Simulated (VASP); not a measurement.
Input of a VASP 6.6.1 run:

The input INCAR:

```
PREC     = Accurate       # precision mode
ENCUT    = 520            # plane-wave cutoff, eV
EDIFF    = 1E-6           # SCF threshold, eV
ISMEAR   = 0              # smearing method
SIGMA    = 0.1            # smearing width, eV
LREAL    = False          # projectors in reciprocal space
LASPH    = True           # aspherical terms in the spheres
NELM     = 100            # most SCF steps
ALGO     = Fast           # electronic algorithm
ISIF     = 2              # what is computed and relaxed
LWAVE    = False          # write WAVECAR
LCHARG   = False          # write CHGCAR
GGA      = PE             # functional
NBANDS   = 24             # bands
```

The input KPOINTS:

```
Automatic mesh
0
Gamma
  6 6 6
```

The input POSCAR:

```
Cr2Ni
1.0
    4.0585469327      0.0000000000      0.0000000000
   -2.0292734664      3.5148047461      0.0000000000
    0.0000000000      0.0000000000      2.3967897365
Cr Ni
2 1
Direct
    0.3333333333      0.6666666667      0.5000000000
    0.6666666667      0.3333333333      0.5000000000
    0.0000000000      0.0000000000      0.0000000000
```

Potentials or basis: VASP PAW PBE potentials, release 64 (Cr_pv, Ni).

Launch:

```sh
$ cat potpaw_PBE.64/Cr_pv/POTCAR potpaw_PBE.64/Ni/POTCAR > POTCAR
$ mpirun -np 1 vasp_std > vasp.out
```

Question: Estimate the band gap on the k mesh.

Answer: Zero (band 17 reaches 10.63 eV, above the bottom of band 18 at 9.76 eV).

Question: Predict the pressure.

Answer: -0.1 GPa.

Stress tensor (GPa, compression positive):
```
 0.00  0.00  0.00
 0.00  0.00  0.00
 0.00  0.00 -0.28
```

Caveat: the k points lie up to 0.44 Å⁻¹ apart; the run has no spin polarisation, though such a crystal can be magnetic. Spin polarisation is off, so any magnetic state and its effect on volume and gap are missing.
